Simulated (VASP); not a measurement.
AlIn2: relaxation of cell and atoms with PBE

Crystal: AlIn2.

```
Al In
1.0
     0.00000    2.99897    2.99897
     2.99897    0.00000    2.99897
     2.99897    2.99897    0.00000
Al In
1 2
Direct
  0.00000 0.00000 0.00000
  0.25000 0.25000 0.25000
  0.75000 0.75000 0.75000
```

```yaml
Program: VASP 6.6.1
Task: relaxation of cell and atoms
Functional: PBE
Potentials_or_basis: VASP PAW PBE potentials, release 64 (Al, In_d)
Cutoff: 600 eV
k_mesh: 6 × 6 × 6
Occupations: gaussian, width 0.1 eV
Spin: no spin polarisation
Dipole_correction: no
Further_INCAR_settings: ALGO = Normal; EDIFF = 1e-07; IBRION = 2; EDIFFG = -0.04; NSW = 90; ISIF = 3
```

The relaxed volume is 26.56 Å³/atom and the relaxed cell is a = 4.830 Å, b = 4.830 Å, c = 4.830 Å, α = 60.00°, β = 60.00°, γ = 60.00°. The space group after relaxing (to 0.05 Å) is Fm-3m (No. 225) and the energy gained by relaxing is 669.0 meV/atom. The ionic steps are 4 and the pressure after relaxing is -0.1 GPa.

Step by step:
| step | energy change (eV) | largest force (eV/Å) | pressure (GPa) | volume (Å³) |
| --- | --- | --- | --- | --- |
| 1 | 0.0000 | 0.0000 | 37.22 | 53.94 |
| 2 | -1.7796 | 0.0000 | -4.39 | 93.57 |
| 3 | -2.0035 | 0.0000 | 0.77 | 77.80 |
| 4 | -2.0071 | 0.0000 | -0.15 | 79.69 |

Final structure:
```
CELL_PARAMETERS angstrom
0.00000 3.41560 3.41560
3.41560 0.00000 3.41560
3.41560 3.41560 0.00000
ATOMIC_POSITIONS crystal
Al 0.00000 0.00000 0.00000
In 0.25000 0.25000 0.25000
In 0.75000 0.75000 0.75000
```

Levels at points of the mesh, in eV from the Fermi level:
| k point | band 11 | band 12 | band 13 | band 14 | band 15 | band 16 | band 17 | band 18 |
| --- | --- | --- | --- | --- | --- | --- | --- | --- |
| (0.00, 0.00, 0.00) | -9.16 | -0.38 | 0.47 | 0.47 | 0.47 | 1.23 | 1.23 | 1.23 |
| (0.50, 0.00, 0.00) | -7.07 | -6.20 | -0.93 | -0.37 | -0.37 | 1.29 | 1.29 | 2.48 |
| (0.50, 0.50, 0.00) | -6.18 | -5.52 | -3.33 | -2.30 | -2.30 | 0.68 | 6.02 | 6.02 |

It took 90 s on 1 thread of Intel(R) Xeon(R) Platinum 8175M CPU @ 2.50GHz (Skylake/Cascade Lake), with other jobs on the host, peak memory 0.21 GiB.

Caveat: the volume moved by over 15 % at a fixed basis, so the end points are rough; spin-orbit coupling is left out, which moves the levels of the heavy elements.
